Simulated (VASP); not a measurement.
# Se (Im-3m) in VASP: notebook

Runs on Se. Level: revPBE. Tasks: single point.

Everything below comes from runs of VASP 6.6.1. Logs are shortened: lines on timing, memory, paths and dates and some standing lists are left out, and cuts for length are marked.

## 1. The cell of the first run

It takes space group Im-3m (No. 229, cubic). The conventional cell has a = 3.551 Å, b = 3.551 Å, c = 3.551 Å, α = 90.00°, β = 90.00°, γ = 90.00°. Within 4.0 Å of Se (site symmetry m-3m) lie 14 Se at 3.07 to 3.55 Å.

## 2. Single point, revPBE (volume scaled by 1.08)

Input file INCAR:

```
SYSTEM = Se
  PREC = Accurate
  ENCUT = 520
  EDIFF = 1E-6
  ISMEAR = -1
  SIGMA = 0.1
  LREAL = .False.
  LASPH = .True.
  NELM = 100
  ALGO = Normal
  ISIF = 2
  LWAVE = .False.
  LCHARG = .False.
  GGA = RE
  NBANDS = 9
```

Input file KPOINTS:

```
Automatic mesh
0
Gamma
  14 14 14
  0 0 0
```

Input file POSCAR:

```
Se
1.0
   -1.7752669608      1.7752669608      1.7752669608
    1.7752669608     -1.7752669608      1.7752669608
    1.7752669608      1.7752669608     -1.7752669608
Se
1
Direct
    0.0000000000      0.0000000000      0.0000000000
```

Potentials or basis: VASP PAW PBE potentials, release 64 (Se).

Started as:

```
$ cat potpaw_PBE.64/Se/POTCAR > POTCAR
$ mpirun -np 1 vasp_std > vasp.out
```

OUTCAR:

```text
SYSTEM = Se
   PREC = Accurate
   ENCUT = 520
   EDIFF = 1E-6
   ISMEAR = -1
   LREAL = .False.
   LASPH = .True.
   NELM = 100
   ISIF = 2
   GGA = RE

 ion  position               nearest neighbor table
   1  0.000  0.000  0.000-

  LATTYP: Found a body centered cubic cell.
 ALAT       =     3.5505339216

  Lattice vectors:

 A1 = (  -1.7752669608,   1.7752669608,   1.7752669608)
 A2 = (   1.7752669608,  -1.7752669608,   1.7752669608)
 A3 = (   1.7752669608,   1.7752669608,  -1.7752669608)

Analysis of symmetry for initial positions (statically):
=====================================================================
 Subroutine PRICEL returns:
 Original cell was already a primitive cell.

 Routine SETGRP: Setting up the symmetry group for a
 body centered cubic supercell.

 Subroutine GETGRP returns: Found 48 space group operations
 (whereof 48 operations were pure point group operations)
 out of a pool of 48 trial point group operations.

The static configuration has the point symmetry O_h .

Analysis of symmetry for dynamics (positions and initial velocities):
=====================================================================
 Subroutine PRICEL returns:
 Original cell was already a primitive cell.

 Routine SETGRP: Setting up the symmetry group for a
 body centered cubic supercell.

 Subroutine GETGRP returns: Found 48 space group operations
 (whereof 48 operations were pure point group operations)
 out of a pool of 48 trial point group operations.

The dynamic configuration has the point symmetry O_h .

 Subroutine INISYM returns: Found 48 space group operations
 (whereof 48 operations are pure point group operations),
 and found     1 'primitive' translations

----------------------------------------------------------------------------------------

                                     Primitive cell

  volume of cell :      22.3795

  direct lattice vectors                    reciprocal lattice vectors
    -1.775266961  1.775266961  1.775266961     0.000000000  0.281647781  0.281647781
     1.775266961 -1.775266961  1.775266961     0.281647781  0.000000000  0.281647781
     1.775266961  1.775266961 -1.775266961     0.281647781  0.281647781  0.000000000

  length of vectors
     3.074852573  3.074852573  3.074852573     0.398310112  0.398310112  0.398310112

  position of ions in fractional coordinates (direct lattice)
     0.000000000  0.000000000  0.000000000

  ion indices of the primitive-cell ions
   primitive index   ion index
                 1           1

----------------------------------------------------------------------------------------

 KPOINTS: Automatic mesh

Automatic generation of k-mesh.
 Grid dimensions read from file:
 generate k-points for:   14   14   14

 Generating k-lattice:

  Cartesian coordinates                     Fractional coordinates (reciprocal lattice)
     0.000000000  0.020117699  0.020117699     0.071428571  0.000000000  0.000000000
     0.020117699  0.000000000  0.020117699     0.000000000  0.071428571  0.000000000
     0.020117699  0.020117699  0.000000000     0.000000000  0.000000000  0.071428571

  Length of vectors
     0.028450722  0.028450722  0.028450722

  Shift w.r.t. Gamma in fractional coordinates (k-lattice)
     0.000000000  0.000000000  0.000000000

 Subroutine IBZKPT returns following result:
 ===========================================

 Found    104 irreducible k-points:

 Following reciprocal coordinates:
            Coordinates               Weight
  0.000000  0.000000  0.000000      1.000000
  0.071429  0.000000  0.000000     12.000000
  0.142857  0.000000  0.000000     12.000000
  0.214286  0.000000  0.000000     12.000000
  0.285714  0.000000  0.000000     12.000000
  0.357143  0.000000  0.000000     12.000000
[... 16 lines left out ...]
  0.285714  0.285714  0.000000     24.000000
  0.357143  0.285714  0.000000     24.000000
 [... further k-points ...]
   k-points           NKPTS =    104   k-points in BZ     NKDIM =    104   number of bands    NBANDS=      9
   number of dos      NEDOS =    301   number of ions     NIONS =      1
   total plane-waves  NPLWV =  13824
   dimension x,y,z NGX =    24 NGY =   24 NGZ =   24
   dimension x,y,z NGXF=    48 NGYF=   48 NGZF=   48
   ions per type =               1
   NGX,Y,Z   is equivalent  to a cutoff of  12.98, 12.98, 12.98 a.u.
   NGXF,Y,Z  is equivalent  to a cutoff of  25.95, 25.95, 25.95 a.u.
 SYSTEM =  Se
   PREC   = accura    normal or accurate (medium, high low for compatibility)
   ISTART =      0    job   : 0-new  1-cont  2-samecut
   ICHARG =      2    charge: 1-file 2-atom 10-const
   ISPIN  =      1    spin polarized calculation?
   LNONCOLLINEAR =      F non collinear calculations
   LSORBIT =      F    spin-orbit coupling
   LASPH  =      T    aspherical Exc in radial PAW
   ENCUT  =  520.0 eV  38.22 Ry    6.18 a.u.   5.72  5.72  5.72*2*pi/ulx,y,z
   NELM   =    100;   NELMIN=  2; NELMDL= -5     # of ELM steps
   EDIFF  = 0.1E-05   stopping-criterion for ELM
   LREAL  =      F    real-space projection
   EDIFFG = 0.1E-04   stopping-criterion for IOM
   NSW    =      0    number of steps for IOM
   IBRION =     -1    ionic relax: 0-MD 1-quasi-New 2-CG
   NFREE  =      0    steps in history (QN), initial steepest desc. (CG)
   ISIF   =      2    stress and relaxation
   ISYM   =      2    0-nonsym 1-usesym 2-fastsym
   POTIM  = 0.5000    time-step for ionic-motion
   TEBEG  =    0.0;   TEEND  =   0.0 temperature during run
   PSTRESS=    0.0 pullay stress
   NELECT =       6.0000    total number of electrons
   NUPDOWN=      -1.0000    fix difference up-down
   EMIN   =  10.00;   EMAX   =-10.00  energy-range for DOS
   EFERMI =   0.00;   METHOD = LEGACY
   ISMEAR =    -1;   SIGMA  =   0.10  broadening in eV -4-tet -1-fermi 0-gaus
   EFERMI_NEDOS =   21; number of points for ismear=-14 and -15
   IALGO  =     38    algorithm
   IMIX   =      4    mixing-type and parameters
     AMIX     =   0.40;   BMIX     =  1.00
     AMIX_MAG =   1.60;   BMIX_MAG =  1.00
  volume/ion in A,a.u.               =      22.38       151.02
  Fermi-wavevector in a.u.,A,eV,Ry     =   1.055622  1.994835 15.161473  1.114337
  Thomas-Fermi vector in A             =   2.190827
   LORBIT       =      0    0 simple, 1 ext, 2 COOP (PROOUT), +10 PAW based schemes
   GGA     = RE    functional components
   LHFCALC =     F    Hartree Fock is set to
   AEXX    =    0.0000 exact exchange contribution
   IVDW    =     0    specifies the selected vdW correction
   LEPSILON=     F    determine dielectric tensor
   LRPA    =     F    only Hartree local field effects (RPA)
 non-spin polarized calculation
  energy-cutoff  :      520.00
  volume of cell :       22.38
 maximum number of plane-waves:       616
   NGX = 11   NGY = 11   NGZ = 11

 number of electron       6.0000001 magnetization

 Free energy of the ion-electron system (eV)
  ---------------------------------------------------
  ext. energy  EPLUGINS =         0.00000000
  ---------------------------------------------------
  free energy    TOTEN  =        -2.55108807 eV

  energy without entropy =       -2.52665234  energy(sigma->0) =       -2.53887021

 E-fermi :   4.4075     XC(G=0): -10.0996

 val. band max:        4.3856922091   @ k =   0.3571   0.2143   0.0714
 cond. band min:       4.4076008243   @ k =  -0.2143   0.2143   0.2143
 fundamental gap:      0.0219086152
 Fermi energy:         4.4075424363

 k-point     1 :       0.0000    0.0000    0.0000
  band No.  band energies     occupation
      1     -10.8584      2.00000
      2       6.9469      0.00000
      3       6.9469      0.00000
      4       6.9469      0.00000
      5      14.4565      0.00000
      6      16.6058      0.00000
      7      16.6058      0.00000
      8      16.6058      0.00000
      9      19.5065      0.00000

 k-point     2 :       0.0714    0.0000    0.0000
  band No.  band energies     occupation
      1     -10.7639      2.00000
      2       6.3497      0.00000
      3       6.7637      0.00000
      4       6.9163      0.00000
      5      14.8611      0.00000
      6      16.2060      0.00000
      7      16.4631      0.00000
      8      17.0083      0.00000
      9      18.6774      0.00000

 k-point     3 :       0.1429    0.0000    0.0000
  band No.  band energies     occupation
      1     -10.4851      2.00000
      2       4.9464      0.00909
      3       6.3031      0.00000
      4       6.8292      0.00000
      5      14.6758      0.00000
      6      15.3827      0.00000
      7      16.8845      0.00000
      8      18.1259      0.00000
      9      18.6202      0.00000

 k-point     4 :       0.2143    0.0000    0.0000
  band No.  band energies     occupation
      1     -10.0371      2.00000
      2       3.2579      1.99998
      3       5.7364      0.00000
      4       6.7001      0.00000
      5      13.5970      0.00000
      6      14.5416      0.00000
      7      17.9120      0.00000
      8      18.7394      0.00000
      9      19.7410      0.00000
[... 205 lines left out ...]
 k-point    22 :       0.3571    0.2143    0.0000
  band No.  band energies     occupation
      1      -7.7459      2.00000
      2      -0.6407      2.00000
      3       1.9999      2.00000
      4       5.4438      0.00006
      5      12.9966      0.00000
      6      15.4942      0.00000
      7      18.5786      0.00000
      8      19.9646      0.00000
      9      23.8702      0.00000

 k-point    23 :       0.2857    0.2857    0.0000
  band No.  band energies     occupation
      1      -7.7131      2.00000
      2      -0.2371      2.00000
      3       1.3417      2.00000
      4       5.3846      0.00011
      5      13.2959      0.00000
      6      15.8284      0.00000
      7      18.1738      0.00000
      8      20.7022      0.00000
      9      22.6391      0.00000

 k-point    24 :       0.3571    0.2857    0.0000
  band No.  band energies     occupation
      1      -7.5602      2.00000
      2      -0.1614      2.00000
      3       0.8468      2.00000
      4       5.3312      0.00019
      5      13.3480      0.00000
      6      16.3370      0.00000
      7      17.5214      0.00000
      8      21.2260      0.00000
      9      23.0212      0.00000

 [... further k-points ...]
[... 5 lines left out ...]
  --------------------------------------------------------------------------------------
  -------------------------------------------------------------------------------------
  Total       -0.5746122     -0.5746122     -0.5746122      0.0000000      0.0000000     -0.0000000
  in kB      -41.1371677    -41.1371677    -41.1371677      0.0000000      0.0000000     -0.0000000
  external PRESSURE =     -41.1371677 kB  Pullay stress =       0.0000000 kB

 VOLUME and BASIS-vectors are now :
 -----------------------------------------------------------------------------
  energy-cutoff  :      520.00
  volume of cell :       22.38
      direct lattice vectors                 reciprocal lattice vectors
    -1.775266961  1.775266961  1.775266961     0.000000000  0.281647781  0.281647781
     1.775266961 -1.775266961  1.775266961     0.281647781  0.000000000  0.281647781
     1.775266961  1.775266961 -1.775266961     0.281647781  0.281647781  0.000000000

 POSITION                                       TOTAL-FORCE (eV/Angst)
 -----------------------------------------------------------------------------------
      0.00000      0.00000      0.00000         0.000000      0.000000     -0.000000
 -----------------------------------------------------------------------------------
    total drift:                                0.000000     -0.000000     -0.000000

  FREE ENERGIE OF THE ION-ELECTRON SYSTEM (eV)
  ---------------------------------------------------
  free  energy   TOTEN  =        -2.5510880744 eV

  energy  without entropy=       -2.5266523393  energy(sigma->0) =       -2.53887021
```

Wall time 6 s (1 thread of Intel Xeon Platinum 8559C (Emerald Rapids), shared host); peak memory 0.14 GiB.

Results:

* Free energy: -2.5511 eV
* Pressure: -4.1 GPa
* Band gap on the k mesh: zero (band 3 reaches 6.95 eV, above the bottom of band 4 at 1.58 eV)

Levels at points of the mesh, in eV from the Fermi level:
| k point | band 1 | band 2 | band 3 | band 4 | band 5 | band 6 |
| --- | --- | --- | --- | --- | --- | --- |
| (0.00, 0.00, 0.00) | -15.27 | 2.54 | 2.54 | 2.54 | 10.05 | 12.20 |
| (0.50, 0.00, 0.00) | -12.41 | -5.83 | 0.01 | 1.89 | 6.91 | 8.47 |
| (0.50, 0.50, 0.50) | -10.51 | -2.83 | -2.83 | -2.83 | 4.58 | 4.58 |

Caveat: the PAW data sets were made with another functional, which shifts forces and pressure a little.

## 3. Single point, revPBE (volume scaled by 1.12)

Input file INCAR:

```
SYSTEM = Se
ALGO = Normal
EDIFF = 1E-6
ENCUT = 520
GGA = RE
ISIF = 2
ISMEAR = -1
LASPH = .True.
LCHARG = .False.
LREAL = .False.
LWAVE = .False.
NBANDS = 9
NELM = 100
PREC = Accurate
SIGMA = 0.1
```

Input file KPOINTS:

```
k-points
0
Gamma
  14 14 14
  0 0 0
```

Input file POSCAR:

```
Se
1.0
   -1.7969186917      1.7969186917      1.7969186917
    1.7969186917     -1.7969186917      1.7969186917
    1.7969186917      1.7969186917     -1.7969186917
Se
1
Direct
    0.0000000000      0.0000000000      0.0000000000
```

Potentials or basis: VASP PAW PBE potentials, release 64 (Se).

Started as:

```
$ cat potpaw_PBE.64/Se/POTCAR > POTCAR
$ mpirun -np 1 vasp_std > vasp.out
```

OUTCAR:

```text
SYSTEM = Se
   EDIFF = 1E-6
   ENCUT = 520
   GGA = RE
   ISIF = 2
   ISMEAR = -1
   LASPH = .True.
   LREAL = .False.
   NELM = 100
   PREC = Accurate

 ion  position               nearest neighbor table
   1  0.000  0.000  0.000-

  LATTYP: Found a body centered cubic cell.
 ALAT       =     3.5938373834

  Lattice vectors:

 A1 = (  -1.7969186917,   1.7969186917,   1.7969186917)
 A2 = (   1.7969186917,  -1.7969186917,   1.7969186917)
 A3 = (   1.7969186917,   1.7969186917,  -1.7969186917)

Analysis of symmetry for initial positions (statically):
=====================================================================
 Subroutine PRICEL returns:
 Original cell was already a primitive cell.

 Routine SETGRP: Setting up the symmetry group for a
 body centered cubic supercell.

 Subroutine GETGRP returns: Found 48 space group operations
 (whereof 48 operations were pure point group operations)
 out of a pool of 48 trial point group operations.

The static configuration has the point symmetry O_h .

Analysis of symmetry for dynamics (positions and initial velocities):
[... 152 lines left out ...]
  free energy    TOTEN  =        -2.52583517 eV

  energy without entropy =       -2.50052078  energy(sigma->0) =       -2.51317797

 E-fermi :   4.0075     XC(G=0):  -9.9305

 val. band max:        4.0027032770   @ k =  -0.2143   0.2143   0.2143
 cond. band min:       4.0075939600   @ k =   0.3571   0.2143   0.0714
 fundamental gap:      0.0048906830
 Fermi energy:         4.0074630445

 k-point     1 :       0.0000    0.0000    0.0000
  band No.  band energies     occupation
      1     -10.9828      2.00000
      2       6.3853      0.00000
      3       6.3853      0.00000
      4       6.3853      0.00000
      5      13.6531      0.00000
      6      16.1279      0.00000
      7      16.1279      0.00000
      8      16.1279      0.00000
      9      18.9730      0.00000
[... 265 lines left out ...]
 k-point    24 :       0.3571    0.2857    0.0000
  band No.  band energies     occupation
      1      -7.9181      2.00000
      2      -0.3415      2.00000
      3       0.6258      2.00000
      4       4.8858      0.00031
      5      12.8733      0.00000
      6      15.7799      0.00000
      7      16.9410      0.00000
      8      20.5815      0.00000
      9      22.2915      0.00000

 [... further k-points ...]
[... 5 lines left out ...]
  --------------------------------------------------------------------------------------
  -------------------------------------------------------------------------------------
  Total       -0.8178178     -0.8178178     -0.8178178      0.0000000      0.0000000      0.0000000
  in kB      -56.4575298    -56.4575298    -56.4575298      0.0000000      0.0000000      0.0000000
  external PRESSURE =     -56.4575298 kB  Pullay stress =       0.0000000 kB

 VOLUME and BASIS-vectors are now :
 -----------------------------------------------------------------------------
  energy-cutoff  :      520.00
  volume of cell :       23.21
      direct lattice vectors                 reciprocal lattice vectors
    -1.796918692  1.796918692  1.796918692     0.000000000  0.278254104  0.278254104
     1.796918692 -1.796918692  1.796918692     0.278254104  0.000000000  0.278254104
     1.796918692  1.796918692 -1.796918692     0.278254104  0.278254104  0.000000000

 POSITION                                       TOTAL-FORCE (eV/Angst)
 -----------------------------------------------------------------------------------
      0.00000      0.00000      0.00000        -0.000000     -0.000000     -0.000000
 -----------------------------------------------------------------------------------
    total drift:                                0.000000     -0.000000      0.000000

  FREE ENERGIE OF THE ION-ELECTRON SYSTEM (eV)
  ---------------------------------------------------
  free  energy   TOTEN  =        -2.5258351657 eV

  energy  without entropy=       -2.5005207774  energy(sigma->0) =       -2.51317797
```

stdout:

```text
POSCAR found type information on POSCAR Se
 POSCAR found :  1 types and       1 ions
 scaLAPACK will be used
 -----------------------------------------------------------------------------
|                                                                             |
|                                                                             |
|     You enforced a specific xc type in the INCAR file but a different       |
|     I HOPE YOU KNOW WHAT YOU ARE DOING!                                     |
|                                                                             |
 -----------------------------------------------------------------------------

 LDA part: xc-table for (Slater+PW92), standard interpolation
 POSCAR, INCAR and KPOINTS ok, starting setup
 FFT: planning ... GRIDC
 FFT: planning ... GRID_SOFT
 FFT: planning ... GRID
 WAVECAR not read
 entering main loop
```

Wall time 7.2 s (1 thread of Intel Xeon Platinum 8559C (Emerald Rapids), shared host); peak memory 0.15 GiB.

What came out:

```yaml
Free_energy: -2.5258 eV
Pressure: -5.6 GPa
Band_gap_on_the_k_mesh: zero (band 3 reaches 6.39 eV, above the bottom of band 4 at 1.30 eV)
```

Levels at points of the mesh, in eV from the Fermi level:
| k point | band 1 | band 2 | band 3 | band 4 | band 5 | band 6 | band 7 | band 8 |
| --- | --- | --- | --- | --- | --- | --- | --- | --- |
| (0.00, 0.00, 0.00) | -14.99 | 2.38 | 2.38 | 2.38 | 9.65 | 12.12 | 12.12 | 12.12 |
| (0.50, 0.00, 0.00) | -12.33 | -5.57 | -0.01 | 1.78 | 6.89 | 8.51 | 16.73 | 16.95 |
| (0.50, 0.50, 0.50) | -10.58 | -2.71 | -2.71 | -2.71 | 4.73 | 4.73 | 21.27 | 21.27 |

Caveat: the PAW data sets were made with another functional, which shifts forces and pressure a little.
